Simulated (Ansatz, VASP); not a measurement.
Two plane-wave programs on V

```
V
1.0
    -1.45223    1.45223    1.45223
     1.45223   -1.45223    1.45223
     1.45223    1.45223   -1.45223
V
1
Cartesian
  0.0000 0.0000 0.0000
```

Alike in both runs: task single point; functional PBE; k mesh 20 × 20 × 20; occupations gaussian, width 0.1 eV; no spin polarisation.

|  | VASP | Ansatz |
| --- | --- | --- |
| version | VASP 6.6.1 | Ansatz 0.2.0 |
| potentials or method | VASP PAW PBE potentials, release 64 (V_sv), cutoff 520 eV | scalar-relativistic, plane waves, PAW |
| valence electrons in the cell | 13 | 13 |

VASP gave:

| Quantity | Value |
| --- | --- |
| gap on the k mesh at the Fermi level (eV) | none |
| pressure (GPa) | 20.9 |

Problem. Estimate Ansatz's values.

Solution. gap on the k mesh at the Fermi level (eV): none; pressure (GPa): 20.5.

A gap of «none» marks a metal or a gap that the smearing closes. With one functional, cell and mesh, what is left measures potentials, basis and numerics.
